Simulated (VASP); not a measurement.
# HfRu3 (Pm-3m) in VASP: a series of runs

Aim: see how the results for HfRu3 move with the level of theory and the settings. Levels: PBE, r2SCAN. Tasks: single point.

Program: VASP 6.6.1. These are calculated values, not measurements. Logs are shortened: lines on timing, memory, paths and dates and some standing lists are left out, and cuts for length are marked.

## (1) The cell of the first run

The structure is cubic, space group Pm-3m (No. 221). Conventional cell: a = 3.956 Å, b = 3.956 Å, c = 3.956 Å, α = 90.00°, β = 90.00°, γ = 90.00°. Within 3.7 Å of Hf (site symmetry m-3m) lie 12 Ru at 2.80 Å. Ru (site symmetry 4/mmm) has 4 Hf at 2.80 Å and 8 Ru at 2.80 Å within 3.7 Å.

## (2) Single point, PBE

File INCAR:

```
PREC = Accurate
ENCUT = 520
EDIFF = 1E-6
ISMEAR = 1
SIGMA = 0.025
LREAL = F
LASPH = T
NELM = 80
ALGO = Normal
ISIF = 2
LWAVE = F
LCHARG = T
GGA = PE
LELF = T
LVHAR = T
NBANDS = 34
```

File KPOINTS:

```
regular mesh
0
Gamma
  6 6 6
```

File POSCAR:

```
HfRu3
1.0
    3.9557730000      0.0000000000      0.0000000000
    0.0000000000      3.9557730000      0.0000000000
    0.0000000000      0.0000000000      3.9557730000
Hf Ru
1 3
Direct
    0.0000000000      0.0000000000      0.0000000000
    0.0000000000      0.5000000000      0.5000000000
    0.5000000000      0.0000000000      0.5000000000
    0.5000000000      0.5000000000      0.0000000000
```

Potentials or basis: VASP PAW PBE potentials, release 64 (Hf_pv, Ru_pv).

On the command line:

```sh
cat potpaw_PBE.64/Hf_pv/POTCAR potpaw_PBE.64/Ru_pv/POTCAR > POTCAR
mpirun -np 1 vasp_std > vasp.out
```

OUTCAR:

```text
PREC = Accurate
   ENCUT = 520
   EDIFF = 1E-6
   ISMEAR = 1
   LREAL = F
   LASPH = T
   NELM = 80
   ISIF = 2
   GGA = PE

 ion  position               nearest neighbor table
   1  0.000  0.000  0.000-   2 2.80   3 2.80   4 2.80   2 2.80   3 2.80   2 2.80   4 2.80   2 2.80
                             3 2.80   4 2.80   3 2.80   4 2.80
   2  0.000  0.500  0.500-   1 2.80   3 2.80   4 2.80   1 2.80   4 2.80   1 2.80   3 2.80   1 2.80
                             3 2.80   4 2.80   4 2.80   3 2.80
   3  0.500  0.000  0.500-   1 2.80   2 2.80   4 2.80   1 2.80   4 2.80   2 2.80   4 2.80   4 2.80
                             1 2.80   2 2.80   1 2.80   2 2.80
   4  0.500  0.500  0.000-   1 2.80   2 2.80   3 2.80   2 2.80   3 2.80   1 2.80   3 2.80   3 2.80
                             1 2.80   2 2.80   2 2.80   1 2.80

  LATTYP: Found a simple cubic cell.
 ALAT       =     3.9557730000

  Lattice vectors:

 A1 = (   3.9557730000,   0.0000000000,   0.0000000000)
 A2 = (   0.0000000000,   3.9557730000,   0.0000000000)
 A3 = (   0.0000000000,   0.0000000000,   3.9557730000)

Analysis of symmetry for initial positions (statically):
=====================================================================
 Subroutine PRICEL returns:
 Original cell was already a primitive cell.

 Routine SETGRP: Setting up the symmetry group for a
 simple cubic supercell.

 Subroutine GETGRP returns: Found 48 space group operations
 (whereof 48 operations were pure point group operations)
 out of a pool of 48 trial point group operations.

The static configuration has the point symmetry O_h .

Analysis of symmetry for dynamics (positions and initial velocities):
=====================================================================
 Subroutine PRICEL returns:
 Original cell was already a primitive cell.

 Routine SETGRP: Setting up the symmetry group for a
 simple cubic supercell.

 Subroutine GETGRP returns: Found 48 space group operations
 (whereof 48 operations were pure point group operations)
 out of a pool of 48 trial point group operations.

The dynamic configuration has the point symmetry O_h .

 Subroutine INISYM returns: Found 48 space group operations
 (whereof 48 operations are pure point group operations),
 and found     1 'primitive' translations

----------------------------------------------------------------------------------------

                                     Primitive cell

  volume of cell :      61.9005

  direct lattice vectors                    reciprocal lattice vectors
     3.955773000  0.000000000  0.000000000     0.252795092  0.000000000  0.000000000
     0.000000000  3.955773000  0.000000000     0.000000000  0.252795092  0.000000000
     0.000000000  0.000000000  3.955773000     0.000000000  0.000000000  0.252795092

  length of vectors
     3.955773000  3.955773000  3.955773000     0.252795092  0.252795092  0.252795092

  position of ions in fractional coordinates (direct lattice)
     0.000000000  0.000000000  0.000000000
     0.000000000  0.500000000  0.500000000
     0.500000000  0.000000000  0.500000000
     0.500000000  0.500000000  0.000000000

  ion indices of the primitive-cell ions
   primitive index   ion index
                 1           1
                 2           2
                 3           3
                 4           4

----------------------------------------------------------------------------------------

 KPOINTS: regular mesh

Automatic generation of k-mesh.
 Grid dimensions read from file:
 generate k-points for:    6    6    6

 Generating k-lattice:

  Cartesian coordinates                     Fractional coordinates (reciprocal lattice)
     0.042132515  0.000000000  0.000000000     0.166666667  0.000000000  0.000000000
     0.000000000  0.042132515  0.000000000     0.000000000  0.166666667  0.000000000
     0.000000000  0.000000000  0.042132515     0.000000000  0.000000000  0.166666667

  Length of vectors
     0.042132515  0.042132515  0.042132515

  Shift w.r.t. Gamma in fractional coordinates (k-lattice)
     0.000000000  0.000000000  0.000000000

 Subroutine IBZKPT returns following result:
 ===========================================

 Found     20 irreducible k-points:

 Following reciprocal coordinates:
            Coordinates               Weight
  0.000000  0.000000  0.000000      1.000000
  0.166667  0.000000  0.000000      6.000000
  0.333333  0.000000  0.000000      6.000000
  0.500000  0.000000  0.000000      3.000000
  0.166667  0.166667  0.000000     12.000000
  0.333333  0.166667  0.000000     24.000000
[... 12 lines left out ...]
  0.500000  0.500000  0.333333      6.000000
  0.500000  0.500000  0.500000      1.000000
   k-points           NKPTS =     20   k-points in BZ     NKDIM =     20   number of bands    NBANDS=     34
   number of dos      NEDOS =    301   number of ions     NIONS =      4
   total plane-waves  NPLWV =  27000
   dimension x,y,z NGX =    30 NGY =   30 NGZ =   30
   dimension x,y,z NGXF=    60 NGYF=   60 NGZF=   60
   ions per type =               1   3
   NGX,Y,Z   is equivalent  to a cutoff of  12.61, 12.61, 12.61 a.u.
   NGXF,Y,Z  is equivalent  to a cutoff of  25.22, 25.22, 25.22 a.u.
 SYSTEM =  unknown system
   PREC   = accura    normal or accurate (medium, high low for compatibility)
   ISTART =      0    job   : 0-new  1-cont  2-samecut
   ICHARG =      2    charge: 1-file 2-atom 10-const
   ISPIN  =      1    spin polarized calculation?
   LNONCOLLINEAR =      F non collinear calculations
   LSORBIT =      F    spin-orbit coupling
   LASPH  =      T    aspherical Exc in radial PAW
   ENCUT  =  520.0 eV  38.22 Ry    6.18 a.u.   7.36  7.36  7.36*2*pi/ulx,y,z
   NELM   =     80;   NELMIN=  2; NELMDL= -5     # of ELM steps
   EDIFF  = 0.1E-05   stopping-criterion for ELM
   LREAL  =      F    real-space projection
   EDIFFG = 0.1E-04   stopping-criterion for IOM
   NSW    =      0    number of steps for IOM
   IBRION =     -1    ionic relax: 0-MD 1-quasi-New 2-CG
   NFREE  =      0    steps in history (QN), initial steepest desc. (CG)
   ISIF   =      2    stress and relaxation
   ISYM   =      2    0-nonsym 1-usesym 2-fastsym
   POTIM  = 0.5000    time-step for ionic-motion
   TEBEG  =    0.0;   TEEND  =   0.0 temperature during run
   PSTRESS=    0.0 pullay stress
   NELECT =      52.0000    total number of electrons
   NUPDOWN=      -1.0000    fix difference up-down
   EMIN   =  10.00;   EMAX   =-10.00  energy-range for DOS
   EFERMI =   0.00;   METHOD = LEGACY
   ISMEAR =     1;   SIGMA  =   0.03  broadening in eV -4-tet -1-fermi 0-gaus
   EFERMI_NEDOS =   21; number of points for ismear=-14 and -15
   IALGO  =     38    algorithm
   IMIX   =      4    mixing-type and parameters
     AMIX     =   0.40;   BMIX     =  1.00
     AMIX_MAG =   1.60;   BMIX_MAG =  1.00
  volume/ion in A,a.u.               =      15.48       104.43
  Fermi-wavevector in a.u.,A,eV,Ry     =   1.544702  2.919063 32.464901  2.386103
  Thomas-Fermi vector in A             =   2.650185
   LORBIT       =      0    0 simple, 1 ext, 2 COOP (PROOUT), +10 PAW based schemes
   GGA     = PE    functional components
   LHFCALC =     F    Hartree Fock is set to
   AEXX    =    0.0000 exact exchange contribution
   IVDW    =     0    specifies the selected vdW correction
   LEPSILON=     F    determine dielectric tensor
   LRPA    =     F    only Hartree local field effects (RPA)
 non-spin polarized calculation
 Methfessel and Paxton  Order N= 1 SIGMA  =   0.03
  energy-cutoff  :      520.00
  volume of cell :       61.90
 maximum number of plane-waves:      1743
 NGX is ok and might be reduce to    30
   NGX = 15   NGY = 15   NGZ = 15

 number of electron      51.9999966 magnetization

 Free energy of the ion-electron system (eV)
  ---------------------------------------------------
  ext. energy  EPLUGINS =         0.00000000
  ---------------------------------------------------
  free energy    TOTEN  =       -38.39778368 eV

  energy without entropy =      -38.39783259  energy(sigma->0) =      -38.39779998

 E-fermi :   9.7160     XC(G=0): -13.2423

 val. band max:        9.6889940217   @ k =   0.3333   0.3333   0.0000
 cond. band min:       9.7180822919   @ k =   0.3333   0.1667   0.1667
 fundamental gap:      0.0290882702
 Fermi energy:         9.7160157067

 k-point     1 :       0.0000    0.0000    0.0000
  band No.  band energies     occupation
      1     -32.8286      2.00000
      2     -32.8286      2.00000
      3     -32.8286      2.00000
      4     -32.4691      2.00000
      5     -32.4691      2.00000
      6     -32.4691      2.00000
[... 26 lines left out ...]
     33      14.5197      0.00000
     34      16.1744      0.00000

 k-point     2 :       0.1667    0.0000    0.0000
  band No.  band energies     occupation
      1     -32.8110      2.00000
      2     -32.8110      2.00000
      3     -32.7988      2.00000
      4     -32.4753      2.00000
      5     -32.4753      2.00000
      6     -32.4711      2.00000
[... 26 lines left out ...]
     33      14.4875      0.00000
     34      16.1086      0.00000

 k-point     3 :       0.3333    0.0000    0.0000
  band No.  band energies     occupation
      1     -32.7698      2.00000
      2     -32.7698      2.00000
      3     -32.7177      2.00000
      4     -32.4963      2.00000
      5     -32.4963      2.00000
      6     -32.4753      2.00000
[... 26 lines left out ...]
     33      13.6682      0.00000
     34      15.9989      0.00000
[... 556 lines left out ...]
 k-point    19 :       0.5000    0.5000    0.3333
  band No.  band energies     occupation
      1     -32.9958      2.00000
      2     -32.7306      2.00000
      3     -32.7043      2.00000
      4     -32.7043      2.00000
      5     -32.4631      2.00000
      6     -32.4275      2.00000
[... 26 lines left out ...]
     33      13.7528      0.00000
     34      14.8168      0.00000

 k-point    20 :       0.5000    0.5000    0.5000
  band No.  band energies     occupation
      1     -33.0307      2.00000
      2     -32.7337      2.00000
      3     -32.7337      2.00000
      4     -32.7337      2.00000
      5     -32.4274      2.00000
      6     -32.4274      2.00000
[... 26 lines left out ...]
     33      13.9561      0.00000
     34      13.9561      0.00000

------------------------ aborting loop because EDIFF is reached ----------------------------------------

  FORCE on cell =-STRESS in cart. coord.  units (eV):
  Direction    XX          YY          ZZ          XY          YZ          ZX
  --------------------------------------------------------------------------------------
  -------------------------------------------------------------------------------------
  Total       -0.7364571     -0.7364571     -0.7364571     -0.0000000     -0.0000000      0.0000000
  in kB      -19.0618008    -19.0618008    -19.0618008     -0.0000000     -0.0000000      0.0000000
  external PRESSURE =     -19.0618008 kB  Pullay stress =       0.0000000 kB

 VOLUME and BASIS-vectors are now :
 -----------------------------------------------------------------------------
  energy-cutoff  :      520.00
  volume of cell :       61.90
      direct lattice vectors                 reciprocal lattice vectors
     3.955773000  0.000000000  0.000000000     0.252795092  0.000000000  0.000000000
     0.000000000  3.955773000  0.000000000     0.000000000  0.252795092  0.000000000
     0.000000000  0.000000000  3.955773000     0.000000000  0.000000000  0.252795092

 POSITION                                       TOTAL-FORCE (eV/Angst)
 -----------------------------------------------------------------------------------
      0.00000      0.00000      0.00000         0.000000      0.000000      0.000000
      0.00000      1.97789      1.97789         0.000000      0.000000      0.000000
      1.97789      0.00000      1.97789         0.000000      0.000000      0.000000
      1.97789      1.97789      0.00000         0.000000      0.000000      0.000000
 -----------------------------------------------------------------------------------
    total drift:                                0.000000      0.000000     -0.000000

  FREE ENERGIE OF THE ION-ELECTRON SYSTEM (eV)
  ---------------------------------------------------
  free  energy   TOTEN  =       -38.3977836772 eV

  energy  without entropy=      -38.3978325890  energy(sigma->0) =      -38.39779998
```

Wall time 36 s (1 thread of Intel Xeon Platinum 8259CL at 2.50GHz (Skylake/Cascade Lake), shared host); peak memory 0.18 GiB.

Results:

- Free energy: -38.3978 eV
- Pressure: -1.9 GPa
- Band gap on the k mesh: zero (band 26 reaches 11.83 eV, above the bottom of band 27 at 8.88 eV)

Caveat: spin-orbit coupling is left out, which moves the levels of the heavy elements.

(Part 1 of 2 ends here.)
